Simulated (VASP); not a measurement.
Here is a VASP 6.6.1 calculation.

File INCAR:

```
ALGO = Normal
EDIFF = 1E-7
ENCUT = 520
GGA = CA
ISIF = 2
ISMEAR = -1
LASPH = T
LCHARG = T
LELF = T
LREAL = F
LVHAR = T
LWAVE = F
NBANDS = 36
NELM = 100
PREC = Accurate
SIGMA = 0.02
```

File KPOINTS:

```
k-points
0
Gamma
  8 8 8
```

POSCAR

```
ZnS
1.0
    1.8705002951      1.0799338489      9.2010133173
   -1.8705002951      1.0799338489      9.2010133173
    0.0000000000     -2.1598676978      9.2010133173
Zn S
3 3
Direct
    0.9999835954      0.9999835954      0.9999835954
    0.2223228855      0.2223228855      0.2223228855
    0.4445889577      0.4445889577      0.4445889577
    0.0832404288      0.0832404288      0.0832404288
    0.5278155605      0.5278155605      0.5278155605
    0.3053745721      0.3053745721      0.3053745721
```

Potentials or basis: VASP PAW LDA potentials, release 64 (Zn, S).

Command:

```sh
$ cat potpaw_LDA.64/Zn/POTCAR potpaw_LDA.64/S/POTCAR > POTCAR
$ mpirun -np 1 vasp_std > vasp.out
```

**Question.** Predict the band gap on the k mesh.

**Answer.** 2.20 eV.

**Question.** Estimate the pressure.

**Answer.** 0.2 GPa.

**Question.** Estimate the largest force.

**Answer.** 0.004 eV/Å.

Forces in eV/Å, atoms in the order of the input:
```
Zn   0.000  0.000  0.003
Zn   0.000  0.000  0.003
Zn   0.000  0.000  0.004
S    0.000  0.000 -0.003
S    0.000  0.000 -0.003
S    0.000  0.000 -0.003
```

A k mesh can miss the band edges.
